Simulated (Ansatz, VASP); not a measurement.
## Zn4SiN: VASP beside Ansatz

File INCAR:

```
PREC = Accurate
ENCUT = 520
EDIFF = 1E-6
ISMEAR = 0
SIGMA = 0.1
LREAL = False
LASPH = True
NELM = 150
ALGO = Normal
ISIF = 2
LWAVE = False
LCHARG = False
ISPIN = 2
MAGMOM = 0 0 0 0 0 1
LORBIT = 11
GGA = PE
NBANDS = 42
```

Contents of KPOINTS:

```
Automatic mesh
0
Gamma
  4 4 4
```

The input POSCAR:

```
Zn4SiN
1.0
    0.0000000000      3.4892616200      3.4892616200
    3.4892616200      0.0000000000      3.4892616200
    3.4892616200      3.4892616200      0.0000000000
Zn Si N
4 1 1
Direct
    0.6251497400      0.6251497400      0.1245507900
    0.6251497400      0.6251497400      0.6251497400
    0.1245507900      0.6251497400      0.6251497400
    0.6251497400      0.1245507900      0.6251497400
    0.0000000000      0.0000000000      0.0000000000
    0.2500000000      0.2500000000      0.2500000000
```

Input for Ansatz:

```yaml
crystal:
  lattice:
    - [0.0, 3.48926162, 3.48926162]
    - [3.48926162, 0.0, 3.48926162]
    - [3.48926162, 3.48926162, 0.0]
  atoms:
    - { symbol: Zn, position: [0.62514974, 0.62514974, 0.12455079] }
    - { symbol: Zn, position: [0.62514974, 0.62514974, 0.62514974] }
    - { symbol: Zn, position: [0.12455079, 0.62514974, 0.62514974] }
    - { symbol: Zn, position: [0.62514974, 0.12455079, 0.62514974] }
    - { symbol: Si, position: [0.0, 0.0, 0.0] }
    - { symbol: "N", position: [0.25, 0.25, 0.25], spin: 1.0 }
basis:
  ecutwfc: 420
kpoints:
  mp_grid: { grid: [4, 4, 4] }
hamiltonian:
  xc: pbe
scf:
  occupations: { method: gaussian, width: 0.1 }
  lower_state_search: "off"
output:
  forces: true
  stress: true
  eigenvalues: true
  populations: true
magnetization:
  spin_polarized: true
```

Change from the starting cell: species swapped into the YHoCo4 type (F-43m, No. 216).

Alike in both runs: task single point; functional PBE; k mesh 4 × 4 × 4; occupations gaussian, width 0.1 eV; collinear spin.

```csv
,VASP,Ansatz
version,VASP 6.6.1,Ansatz 0.2.0
potentials or method,"VASP PAW PBE potentials, release 64 (Zn, Si, N), cutoff 520 eV","scalar-relativistic, plane waves, PAW"
valence electrons in the cell,57,57
```

Ansatz gave:

| Item | Value |
| --- | --- |
| gap on the k mesh at the Fermi level (eV) | none |
| pressure (GPa) | 3.2 |
| rms of the force components (eV/Å) | 0.044 |
| net moment per atom (μB) | 0.19 |
| size of the moment on the site where the two differ most (μB) | 1.12 |

What did VASP give for the same quantities?

gap on the k mesh at the Fermi level (eV): none; pressure (GPa): 3.4; rms of the force components (eV/Å): 0.045; net moment per atom (μB): 0.19; size of the moment on the site where the two differ most (μB): 0.83.

Site moments also hang on the region over which each program counts them. Atom by atom the forces differ by 0.001 eV/Å (rms over components). A gap of «none» marks a metal or a gap that the smearing closes. With one functional, cell and mesh, what is left measures potentials, basis and numerics.

The k mesh is coarse, so the values compare programs but aren't converged.
